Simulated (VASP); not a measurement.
Here is a VASP 6.6.1 calculation.

File INCAR:

```
  PREC = Accurate
  ENCUT = 600
  EDIFF = 1E-6
  ISMEAR = -1
  SIGMA = 0.05
  LREAL = False
  LASPH = True
  NELM = 120
  ALGO = Normal
  ISIF = 2
  LWAVE = False
  LCHARG = False
  GGA = B5
  ALDAX = 1.0
  AGGAX = 1.0
  AGGAC = 1.0
  ALDAC = 0.0
  IVDW = 12
  VDW_S6 = 1.0
  VDW_S8 = 2.6996
  VDW_A1 = 0.4298
  VDW_A2 = 4.2359
  NBANDS = 11
  GGA_COMPAT = False
```

File KPOINTS:

```
regular mesh
0
Gamma
  10 10 10
```

The input POSCAR:

```
AlN
1.0
    0.0000000000      2.1784852178      2.1784852178
    2.1784852178      0.0000000000      2.1784852178
    2.1784852178      2.1784852178      0.0000000000
Al N
1 1
Direct
    0.0000000000      0.0000000000      0.0000000000
    0.2500000000      0.2500000000      0.2500000000
```

Potentials or basis: VASP PAW PBE potentials, release 64 (Al, N).

Launch:

```bash
$ cat potpaw_PBE.64/Al/POTCAR potpaw_PBE.64/N/POTCAR > POTCAR
$ mpirun -np 1 vasp_std > vasp.out
```

(1) Predict the pressure.

(2) Estimate the band gap on the k mesh.

(3) What does it give for the dispersion energy per atom?

Answers

(1) 0.3 GPa.

(2) 3.68 eV, indirect (least direct gap 4.55 eV).

(3) -0.591 eV.

Caveat: the PAW data sets were made with another functional, which shifts forces and pressure a little.
